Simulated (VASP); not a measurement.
Write the native input for VASP 6.6.1 that does the following.

```yaml
Task: single point
Functional: PBE
Potentials_or_basis: VASP PAW PBE potentials, release 64 (Si, C)
Cutoff: 520 eV
k_mesh: 12 × 12 × 12
Occupations: gaussian, width 0.05 eV
Spin: no spin polarisation
Dipole_correction: no
Further_INCAR_settings: ALGO = Normal; EDIFF = 1e-06; NBANDS = 11
```

The structure of SiC lies in POSCAR:

```
SiC
1.0
   -0.1039374373      2.1232933617      2.1232933617
    2.1232933617     -0.1039374373      2.1232933617
    2.1232933617      2.1232933617     -0.1039374373
Si C
1 1
Direct
    0.0000000000      0.0000000000      0.0000000000
    0.7500000000      0.7500000000      0.7500000000
```

This cell differs from its parent crystal: ratio of the length along [111] to the lengths across it x 0.93, volume and fractional coordinates fixed.

These files were run (other wordings do the same):

INCAR

```
SYSTEM = SiC
ALGO = Normal ; EDIFF = 1E-6
ENCUT = 520 ; GGA = PE
ISIF = 2 ; ISMEAR = 0
LASPH = .True. ; LCHARG = .False.
LREAL = .False. ; LWAVE = .False.
NBANDS = 11 ; NELM = 100
PREC = Accurate ; SIGMA = 0.05
```

KPOINTS

```
k-points
0
Gamma
  12 12 12
  0 0 0
```

Potentials or basis: VASP PAW PBE potentials, release 64 (Si, C).

The run is started by

```bash
$ cat potpaw_PBE.64/Si/POTCAR potpaw_PBE.64/C/POTCAR > POTCAR
$ mpirun -np 1 vasp_std > vasp.out
```

It gave:

```
Pressure               : 6.5 GPa
Largest force          : 1.026 eV/Å
Band gap on the k mesh : 1.05 eV, indirect (least direct gap 4.03 eV)
```

Caveat: forces of over 1 eV/Å act on the atoms, so gaps and moduli don't describe the material at rest.

It took 19 s on 1 thread of Intel(R) Xeon(R) Platinum 8488C (Sapphire Rapids) (shared host), peak memory 0.16 GiB.
